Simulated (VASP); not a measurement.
Runs of VASP 6.6.1 on MgO. The structure is that of space group F-43m (No. 216), or close to it. The cells are those of the table. 

| level | cell | k mesh | smearing | grid for exact exchange (PRECFOCK) | share of exact exchange | screening parameter | gap on the mesh (eV) | pressure (GPa) |
| --- | --- | --- | --- | --- | --- | --- | --- | --- |
| HSE06 | a = 3.235, b = 3.235, c = 3.191 Å, angles 60.4, 60.4, 59.1°, 2 atoms | 6 × 6 × 6 | gaussian 0.01 eV | Normal | 0.25 | 0.2079 1/Å | (c) | (b) |
| PBE | a = 3.235, b = 3.235, c = 3.191 Å, angles 60.4, 60.4, 59.1°, 2 atoms | 10 × 10 × 10 | fermi-dirac 0.02 eV | - | - | - | 3.65 | 4.4 |
| PBE | a = 3.335 Å, angles 60.0°, 2 atoms | 10 × 10 × 10 | fermi-dirac 0.02 eV | - | - | - | 3.11 | -7.1 |
| r2SCAN | a = 3.227, b = 3.227, c = 3.222 Å, angles 60.1, 60.1, 60.1°, 2 atoms | 10 × 10 × 10 | gaussian 0.01 eV | - | - | - | 4.31 | (d) |
| HSE06 | a = 3.335 Å, angles 60.0°, 2 atoms | 6 × 6 × 6 | gaussian 0.01 eV | Normal | 0.25 | 0.2079 1/Å | 4.64 | -10.4 |
| r2SCAN | a = 3.235, b = 3.235, c = 3.191 Å, angles 60.4, 60.4, 59.1°, 2 atoms | 10 × 10 × 10 | gaussian 0.01 eV | - | - | - | 4.34 | 0.3 |
| HSE06 | a = 3.227, b = 3.227, c = 3.222 Å, angles 60.1, 60.1, 60.1°, 2 atoms | 6 × 6 × 6 | gaussian 0.01 eV | Normal | 0.25 | 0.2079 1/Å | 5.23 | -0.1 |
| PBE | a = 3.227, b = 3.227, c = 3.222 Å, angles 60.1, 60.1, 60.1°, 2 atoms | 10 × 10 × 10 | fermi-dirac 0.02 eV | - | - | - | (a) | 3.5 |

Alike in all rows: task single point; potentials or basis VASP PAW PBE potentials, release 64 (Mg, O); no spin polarisation; cutoff (eV) 520.

Task: Fill in the values left out.

Result: (a) 3.63; (b) 0.8; (c) 5.26; (d) -0.5.

Caveats: the PAW data sets were made with another functional, which shifts forces and pressure a little (at least some runs); the cell stands under pressure (at least some runs); the cell stands under tension (at least some runs).

